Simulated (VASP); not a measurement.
Wanted: the native input for a VASP 6.6.1 run.

```
Task                   : single point
Functional             : PBE
Potentials or basis    : VASP PAW PBE potentials, release 64 (B, P, Al)
Cutoff                 : 520 eV
k mesh                 : 4 × 4 × 4
Occupations            : gaussian, width 0.01 eV
Spin                   : no spin polarisation
Dipole correction      : no
Further INCAR settings : ALGO = Normal; EDIFF = 1e-07; NBANDS = 26
```

The structure of Al3BP4 lies in POSCAR:

```
Al3BP4
1.0
    5.2234969801      0.0000000000      0.0000000000
    0.0000000000      5.2234969801      0.0000000000
    0.0000000000      0.0000000000      5.2234969801
B P Al
1 4 3
Direct
    0.0000000000      0.0000000000      0.0000000000
    0.2259210056      0.2259210056      0.2259210056
    0.7740789944      0.7740789944      0.2259210056
    0.7740789944      0.2259210056      0.7740789944
    0.2259210056      0.7740789944      0.7740789944
    0.5000000000      0.5000000000      0.0000000000
    0.5000000000      0.0000000000      0.5000000000
    0.0000000000      0.5000000000      0.5000000000
```

This cell differs from its parent crystal: volume changed by -3%.

The input as run:

INCAR

```
PREC = Accurate
ENCUT = 520
EDIFF = 1E-7
ISMEAR = 0
SIGMA = 0.01
LREAL = False
LASPH = True
NELM = 60
ALGO = Normal
ISIF = 2
LWAVE = False
LCHARG = False
GGA = PE
NBANDS = 26
```

KPOINTS

```
regular mesh
0
Gamma
  4 4 4
```

Potentials or basis: VASP PAW PBE potentials, release 64 (B, P, Al).

Command:

```console
$ cat potpaw_PBE.64/B/POTCAR potpaw_PBE.64/P/POTCAR potpaw_PBE.64/Al/POTCAR > POTCAR
$ mpirun -np 1 vasp_std > vasp.out
```

It gave:

| Property | Result |
| --- | --- |
| Pressure | 3.0 GPa |
| Largest force | 0.035 eV/Å |
| Band gap on the k mesh | 1.08 eV, indirect (least direct gap 1.36 eV) |

It took 33 s on 1 thread of Intel Xeon 6975P-C, with other jobs on the host, peak memory 0.24 GiB.
